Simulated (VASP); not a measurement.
# Ga2O3 (R-3c) in VASP: notebook

Runs on Ga2O3. Level: r2SCAN. Tasks: single point.

Program: VASP 6.6.1. These are calculated values, not measurements. Logs are shortened: lines on timing, memory, paths and dates and some standing lists are left out, and cuts for length are marked.

**1. The cell of the first run**

It takes space group R-3c (No. 167, trigonal). Conventional cell: a = 4.985 Å, b = 4.985 Å, c = 13.442 Å, α = 90.00°, β = 90.00°, γ = 120.00°. Within 2.6 Å of Ga (site symmetry 3) lie 6 O at 1.93 to 2.07 Å. Within 2.6 Å of O (site symmetry 2) lie 4 Ga at 1.93 to 2.07 Å.

**2. Single point, r2SCAN**

File POSCAR:

```
Ga2O3
1.0
    2.4923023544      1.4389314352      4.4806666137
   -2.4923023544      1.4389314352      4.4806666137
    0.0000000000     -2.8778628704      4.4806666137
Ga O
4 6
Direct
    0.3554023484      0.3554023484      0.3554023484
    0.1445976516      0.1445976516      0.1445976516
    0.6445976516      0.6445976516      0.6445976516
    0.8554023484      0.8554023484      0.8554023484
    0.5536262451      0.9463737549      0.2500000000
    0.2500000000      0.5536262451      0.9463737549
    0.9463737549      0.2500000000      0.5536262451
    0.4463737549      0.0536262451      0.7500000000
    0.7500000000      0.4463737549      0.0536262451
    0.0536262451      0.7500000000      0.4463737549
```

File INCAR.step1:

```
PREC = Accurate
ENCUT = 520
ISMEAR = 0
SIGMA = 0.02
LREAL = False
LASPH = True
NELM = 60
NBANDS = 55
GGA = PE
ALGO = Normal
EDIFF = 1E-4
LWAVE = True
LCHARG = False
```

File INCAR.step2:

```
PREC = Accurate
ENCUT = 520
EDIFF = 1E-7
ISMEAR = 0
SIGMA = 0.02
LREAL = False
LASPH = True
NELM = 60
ALGO = Normal
ISIF = 2
LWAVE = False
LCHARG = True
METAGGA = R2SCAN
LMIXTAU = True
LELF = True
LVHAR = True
NBANDS = 55
ISTART = 1
```

File KPOINTS:

```
Automatic mesh
0
Gamma
  6 6 6
```

Potentials or basis: VASP PAW PBE potentials, release 64 (Ga_d, O).

Command:

```console
$ cat potpaw_PBE.64/Ga_d/POTCAR potpaw_PBE.64/O/POTCAR > POTCAR
$ cp INCAR.step1 INCAR
$ mpirun -np 1 vasp_std > vasp.out
$ cp INCAR.step2 INCAR
$ mpirun -np 1 vasp_std > vasp.out
```

OUTCAR:

```text
PREC = Accurate
   ENCUT = 520
   EDIFF = 1E-7
   ISMEAR = 0
   LREAL = False
   LASPH = True
   NELM = 60
   ISIF = 2
   METAGGA = R2SCAN
   ISTART = 1

 ion  position               nearest neighbor table
   1  0.355  0.355  0.355-   9 1.93   8 1.93  10 1.93   7 2.07   6 2.07   5 2.07   2 2.83
   2  0.145  0.145  0.145-  10 1.93   8 1.93   9 1.93   7 2.07   6 2.07   5 2.07   1 2.83
   3  0.645  0.645  0.645-   6 1.93   5 1.93   7 1.93   9 2.07  10 2.07   8 2.07   4 2.83
   4  0.855  0.855  0.855-   7 1.93   5 1.93   6 1.93   9 2.07  10 2.07   8 2.07   3 2.83
   5  0.554  0.946  0.250-   3 1.93   4 1.93   1 2.07   2 2.07
   6  0.250  0.554  0.946-   3 1.93   4 1.93   1 2.07   2 2.07
   7  0.946  0.250  0.554-   4 1.93   3 1.93   1 2.07   2 2.07
   8  0.446  0.054  0.750-   1 1.93   2 1.93   3 2.07   4 2.07
   9  0.750  0.446  0.054-   1 1.93   2 1.93   3 2.07   4 2.07
  10  0.054  0.750  0.446-   2 1.93   1 1.93   3 2.07   4 2.07

  LATTYP: Found a trigonal (rhomboedric) cell.
 ALAT       =     5.3252669420
 COS(alpha) =     0.5619247821

  Lattice vectors:

 A1 = (   2.4923023544,   1.4389314352,   4.4806666137)
 A2 = (  -2.4923023544,   1.4389314352,   4.4806666137)
 A3 = (   0.0000000000,  -2.8778628704,   4.4806666137)

Analysis of symmetry for initial positions (statically):
=====================================================================
 Subroutine PRICEL returns:
 Original cell was already a primitive cell.

 Routine SETGRP: Setting up the symmetry group for a
 trigonal (rhombohedral) supercell.

 Subroutine GETGRP returns: Found 12 space group operations
 (whereof  6 operations were pure point group operations)
 out of a pool of 12 trial point group operations.

The static configuration has the point symmetry S_6 .
 The point group associated with its full space group is D_3d.

Analysis of symmetry for dynamics (positions and initial velocities):
=====================================================================
 Subroutine PRICEL returns:
 Original cell was already a primitive cell.

 Routine SETGRP: Setting up the symmetry group for a
 trigonal (rhombohedral) supercell.

 Subroutine GETGRP returns: Found 12 space group operations
 (whereof  6 operations were pure point group operations)
 out of a pool of 12 trial point group operations.

The dynamic configuration has the point symmetry S_6 .
 The point group associated with its full space group is D_3d.

 Subroutine INISYM returns: Found 12 space group operations
 (whereof  6 operations are pure point group operations),
 and found     1 'primitive' translations

----------------------------------------------------------------------------------------

                                     Primitive cell

  volume of cell :      96.4128

  direct lattice vectors                    reciprocal lattice vectors
     2.492302354  1.438931435  4.480666614     0.200617714  0.115826691  0.074393692
    -2.492302354  1.438931435  4.480666614    -0.200617714  0.115826691  0.074393692
     0.000000000 -2.877862870  4.480666614     0.000000000 -0.231653382  0.074393692

  length of vectors
     5.325266942  5.325266942  5.325266942     0.243305797  0.243305797  0.243305797

  position of ions in fractional coordinates (direct lattice)
     0.355402348  0.355402348  0.355402348
     0.144597652  0.144597652  0.144597652
     0.644597652  0.644597652  0.644597652
     0.855402348  0.855402348  0.855402348
     0.553626245  0.946373755  0.250000000
     0.250000000  0.553626245  0.946373755
     0.946373755  0.250000000  0.553626245
     0.446373755  0.053626245  0.750000000
     0.750000000  0.446373755  0.053626245
     0.053626245  0.750000000  0.446373755

  ion indices of the primitive-cell ions
   primitive index   ion index
                 1           1
                 2           2
                 3           3
                 4           4
                 5           5
                 6           6
                 7           7
                 8           8
                 9           9
                10          10

----------------------------------------------------------------------------------------

 KPOINTS: Automatic mesh

Automatic generation of k-mesh.
 Grid dimensions read from file:
 generate k-points for:    6    6    6

 Generating k-lattice:

  Cartesian coordinates                     Fractional coordinates (reciprocal lattice)
     0.033436286  0.019304448  0.012398949     0.166666667 -0.000000000 -0.000000000
    -0.033436286  0.019304448  0.012398949    -0.000000000  0.166666667 -0.000000000
     0.000000000 -0.038608897  0.012398949    -0.000000000 -0.000000000  0.166666667

  Length of vectors
     0.040550966  0.040550966  0.040550966

  Shift w.r.t. Gamma in fractional coordinates (k-lattice)
     0.000000000  0.000000000  0.000000000

 Subroutine IBZKPT returns following result:
 ===========================================

 Found     32 irreducible k-points:

 Following reciprocal coordinates:
            Coordinates               Weight
  0.000000  0.000000  0.000000      1.000000
  0.166667  0.000000 -0.000000      6.000000
  0.333333  0.000000  0.000000      6.000000
  0.500000  0.000000  0.000000      3.000000
  0.166667  0.166667 -0.000000      6.000000
  0.333333  0.166667  0.000000     12.000000
[... 16 lines left out ...]
  0.500000  0.500000  0.166667      6.000000
 -0.333333  0.500000  0.166667     12.000000
 [... further k-points ...]
   k-points           NKPTS =     32   k-points in BZ     NKDIM =     32   number of bands    NBANDS=     55
   number of dos      NEDOS =    301   number of ions     NIONS =     10
   total plane-waves  NPLWV =  64000
   dimension x,y,z NGX =    40 NGY =   40 NGZ =   40
   dimension x,y,z NGXF=    80 NGYF=   80 NGZF=   80
   ions per type =               4   6
   NGX,Y,Z   is equivalent  to a cutoff of  12.49, 12.49, 12.49 a.u.
   NGXF,Y,Z  is equivalent  to a cutoff of  24.97, 24.97, 24.97 a.u.
 SYSTEM =  unknown system
   PREC   = accura    normal or accurate (medium, high low for compatibility)
   ISTART =      1    job   : 0-new  1-cont  2-samecut
   ICHARG =      0    charge: 1-file 2-atom 10-const
   ISPIN  =      1    spin polarized calculation?
   LNONCOLLINEAR =      F non collinear calculations
   LSORBIT =      F    spin-orbit coupling
   LASPH  =      T    aspherical Exc in radial PAW
   ENCUT  =  520.0 eV  38.22 Ry    6.18 a.u.   9.90  9.90  9.90*2*pi/ulx,y,z
   NELM   =     60;   NELMIN=  2; NELMDL=  0     # of ELM steps
   EDIFF  = 0.1E-06   stopping-criterion for ELM
   LREAL  =      F    real-space projection
   EDIFFG = 0.1E-05   stopping-criterion for IOM
   NSW    =      0    number of steps for IOM
   IBRION =     -1    ionic relax: 0-MD 1-quasi-New 2-CG
   NFREE  =      0    steps in history (QN), initial steepest desc. (CG)
   ISIF   =      2    stress and relaxation
   ISYM   =      2    0-nonsym 1-usesym 2-fastsym
   POTIM  = 0.5000    time-step for ionic-motion
   TEBEG  =    0.0;   TEEND  =   0.0 temperature during run
   PSTRESS=    0.0 pullay stress
   NELECT =      88.0000    total number of electrons
   NUPDOWN=      -1.0000    fix difference up-down
   EMIN   =  10.00;   EMAX   =-10.00  energy-range for DOS
   EFERMI =   0.00;   METHOD = LEGACY
   ISMEAR =     0;   SIGMA  =   0.02  broadening in eV -4-tet -1-fermi 0-gaus
   EFERMI_NEDOS =   21; number of points for ismear=-14 and -15
   IALGO  =     38    algorithm
   IMIX   =      4    mixing-type and parameters
     AMIX     =   0.40;   BMIX     =  1.00
     AMIX_MAG =   1.60;   BMIX_MAG =  1.00
  volume/ion in A,a.u.               =       9.64        65.06
  Fermi-wavevector in a.u.,A,eV,Ry     =   1.588026  3.000933 34.311514  2.521825
  Thomas-Fermi vector in A             =   2.687093
   LORBIT       =      0    0 simple, 1 ext, 2 COOP (PROOUT), +10 PAW based schemes
   METAGGA = R2SCAN    functional components
   LHFCALC =     F    Hartree Fock is set to
   AEXX    =    0.0000 exact exchange contribution
   IVDW    =     0    specifies the selected vdW correction
   LEPSILON=     F    determine dielectric tensor
   LRPA    =     F    only Hartree local field effects (RPA)
 non-spin polarized calculation
 Gauss-broadening in eV      SIGMA  =   0.02
  energy-cutoff  :      520.00
  volume of cell :       96.41
 maximum number of plane-waves:      2610
   NGX = 19   NGY = 19   NGZ = 19

 number of electron      87.9999977 magnetization

 Free energy of the ion-electron system (eV)
  ---------------------------------------------------
  ext. energy  EPLUGINS =         0.00000000
  ---------------------------------------------------
  free energy    TOTEN  =      -102.32869310 eV

  energy without entropy =     -102.32869310  energy(sigma->0) =     -102.32869310

 E-fermi :   4.2150     XC(G=0): -13.1600

 val. band max:        4.1267810506   @ k =  -0.1667   0.1667   0.0000
 cond. band min:       7.6707090090   @ k =   0.0000   0.0000   0.0000
 fundamental gap:      3.5439279584
 Fermi energy:         4.2150131583

 k-point     1 :       0.0000    0.0000    0.0000
  band No.  band energies     occupation
      1     -15.7978      2.00000
      2     -13.8162      2.00000
      3     -13.8077      2.00000
      4     -13.8077      2.00000
      5     -13.7806      2.00000
      6     -13.7806      2.00000
[... 47 lines left out ...]
     54      16.2411      0.00000
     55      17.5016      0.00000

 k-point     2 :       0.1667    0.0000   -0.0000
  band No.  band energies     occupation
      1     -15.6736      2.00000
      2     -13.9620      2.00000
      3     -13.8253      2.00000
      4     -13.8242      2.00000
      5     -13.7810      2.00000
      6     -13.7747      2.00000
[... 47 lines left out ...]
     54      16.8637      0.00000
     55      17.2996      0.00000

 k-point     3 :       0.3333    0.0000    0.0000
  band No.  band energies     occupation
      1     -15.3265      2.00000
      2     -14.3318      2.00000
      3     -13.8609      2.00000
      4     -13.8602      2.00000
      5     -13.7836      2.00000
      6     -13.7821      2.00000
[... 1152 lines left out ...]
 k-point    23 :       0.5000    0.5000    0.1667
  band No.  band energies     occupation
      1     -14.9674      2.00000
      2     -14.4009      2.00000
      3     -14.1078      2.00000
      4     -13.9089      2.00000
      5     -13.8804      2.00000
      6     -13.7710      2.00000
[... 47 lines left out ...]
     54      17.3219      0.00000
     55      17.4540      0.00000

 k-point    24 :      -0.3333    0.5000    0.1667
  band No.  band energies     occupation
      1     -14.7774      2.00000
      2     -14.4701      2.00000
      3     -14.1763      2.00000
      4     -14.0447      2.00000
      5     -13.8164      2.00000
      6     -13.7625      2.00000
[... 47 lines left out ...]
     54      17.1606      0.00000
     55      17.4861      0.00000

 [... further k-points ...]

------------------------ aborting loop because EDIFF is reached ----------------------------------------

  FORCE on cell =-STRESS in cart. coord.  units (eV):
  Direction    XX          YY          ZZ          XY          YZ          ZX
  --------------------------------------------------------------------------------------
  -------------------------------------------------------------------------------------
  Total        1.2751435      1.2751435      0.8832989     -0.0000000     -0.0000000      0.0000000
  in kB       21.1901936     21.1901936     14.6785644     -0.0000000     -0.0000000      0.0000000
  external PRESSURE =      19.0196505 kB  Pullay stress =       0.0000000 kB

 VOLUME and BASIS-vectors are now :
 -----------------------------------------------------------------------------
  energy-cutoff  :      520.00
  volume of cell :       96.41
      direct lattice vectors                 reciprocal lattice vectors
     2.492302354  1.438931435  4.480666614     0.200617714  0.115826691  0.074393692
    -2.492302354  1.438931435  4.480666614    -0.200617714  0.115826691  0.074393692
     0.000000000 -2.877862870  4.480666614     0.000000000 -0.231653382  0.074393692

 POSITION                                       TOTAL-FORCE (eV/Angst)
 -----------------------------------------------------------------------------------
      0.00000      0.00000      4.77732        -0.000000     -0.000000     -0.029101
      0.00000      0.00000      1.94368        -0.000000     -0.000000      0.029101
      0.00000      0.00000      8.66468        -0.000000     -0.000000      0.029101
      0.00000      0.00000     11.49832        -0.000000     -0.000000     -0.029101
     -0.97885      1.43893      7.84117        -0.039484     -0.000000     -0.000000
     -0.75673     -1.56717      7.84117         0.019742     -0.034194     -0.000000
      1.73557      0.12824      7.84117         0.019742      0.034194     -0.000000
      0.97885     -1.43893      5.60083         0.039484     -0.000000     -0.000000
      0.75673      1.56717      5.60083        -0.019742      0.034194     -0.000000
     -1.73557     -0.12824      5.60083        -0.019742     -0.034194     -0.000000
 -----------------------------------------------------------------------------------
    total drift:                                0.000000     -0.000000     -0.000000

  FREE ENERGIE OF THE ION-ELECTRON SYSTEM (eV)
  ---------------------------------------------------
  free  energy   TOTEN  =      -102.3286930986 eV

  energy  without entropy=     -102.3286930986  energy(sigma->0) =     -102.32869310
```

It took 13 min on 1 thread of Intel Xeon Platinum 8259CL at 2.50GHz (Skylake/Cascade Lake), shared host; peak memory 0.33 GiB.

What came out:

```
Free energy            : -102.3287 eV
Pressure               : 1.9 GPa
Largest force          : 0.039 eV/Å
Band gap on the k mesh : 3.54 eV, indirect (least direct gap 3.80 eV)
```

Forces on the atoms (eV/Å):
```
Ga   0.000  0.000 -0.029
Ga   0.000  0.000  0.029
Ga   0.000  0.000  0.029
Ga   0.000  0.000 -0.029
O   -0.039  0.000  0.000
O    0.020 -0.034  0.000
O    0.020  0.034  0.000
O    0.039  0.000  0.000
O   -0.020  0.034  0.000
O   -0.020 -0.034  0.000
```

Caveat: the PAW data sets were made with another functional, which shifts forces and pressure a little.

**3. Single point, r2SCAN**

File POSCAR:

```
Ga2O3
1.0
    2.4923023535      1.4389314347      4.4806666158
   -2.4923023535      1.4389314347      4.4806666158
    0.0000000000     -2.8778628693      4.4806666158
Ga O
4 6
Direct
    0.3554023483      0.3554023483      0.3554023483
    0.1445976517      0.1445976517      0.1445976517
    0.6445976517      0.6445976517      0.6445976517
    0.8554023483      0.8554023483      0.8554023483
    0.5536262452      0.9463737548      0.2500000000
    0.2500000000      0.5536262452      0.9463737548
    0.9463737548      0.2500000000      0.5536262452
    0.4463737548      0.0536262452      0.7500000000
    0.7500000000      0.4463737548      0.0536262452
    0.0536262452      0.7500000000      0.4463737548
```

File INCAR.step1:

```
  ALGO = Normal
  EDIFF = 1E-4
  ENCUT = 520
  GGA = PE
  ISMEAR = 0
  LASPH = True
  LCHARG = False
  LREAL = False
  LWAVE = True
  NBANDS = 55
  NELM = 100
  PREC = Accurate
  SIGMA = 0.05
```

File INCAR.step2:

```
  ALGO = Normal
  EDIFF = 1E-6
  ENCUT = 520
  ISIF = 2
  ISMEAR = 0
  ISTART = 1
  LASPH = True
  LCHARG = False
  LMIXTAU = True
  LREAL = False
  LWAVE = False
  METAGGA = R2SCAN
  NBANDS = 55
  NELM = 100
  PREC = Accurate
  SIGMA = 0.05
```

File KPOINTS:

```
k-points
0
Gamma
  6 6 6
```

Potentials or basis: VASP PAW PBE potentials, release 64 (Ga_d, O).

Command:

```console
$ cat potpaw_PBE.64/Ga_d/POTCAR potpaw_PBE.64/O/POTCAR > POTCAR
$ cp INCAR.step1 INCAR
$ mpirun -np 1 vasp_std > vasp.out
$ cp INCAR.step2 INCAR
$ mpirun -np 1 vasp_std > vasp.out
```

It took 21 min on 1 thread of Oxide Virtual Turin-like, shared host; peak memory 0.29 GiB.

It converged, with:

| Item | Value |
| --- | --- |
| Free energy | -102.3287 eV |
| Pressure | 1.9 GPa |
| Largest force | 0.039 eV/Å |
| Band gap on the k mesh | 3.54 eV, indirect (least direct gap 3.80 eV) |

Forces on the atoms (eV/Å):
```
Ga   0.000  0.000 -0.029
Ga   0.000  0.000  0.029
Ga   0.000  0.000  0.029
Ga   0.000  0.000 -0.029
O   -0.039  0.000  0.000
O    0.020 -0.034  0.000
O    0.020  0.034  0.000
O    0.039  0.000  0.000
O   -0.020  0.034  0.000
O   -0.020 -0.034  0.000
```

Stress tensor (GPa, compression positive):
```
2.12 0.00 0.00
0.00 2.12 0.00
0.00 0.00 1.47
```

Levels at points of the mesh, in eV from the valence-band top:
```
           k point  band 42  band 43  band 44  band 45  band 46  band 47
(0.00, 0.00, 0.00)    -0.31    -0.26    -0.26     3.54     7.50     7.66
(0.50, 0.00, 0.00)    -1.00    -0.16    -0.16     7.21     7.21     7.54
(0.50, 0.50, 0.00)    -0.70    -0.25    -0.14     7.37     7.56     8.43
(0.50, 0.50, 0.50)    -0.30    -0.30    -0.30     6.64     6.64     8.72
```

Caveat: the PAW data sets were made with another functional, which shifts forces and pressure a little. r2SCAN opens gaps a little over a GGA but as a rule still falls short of measured ones.
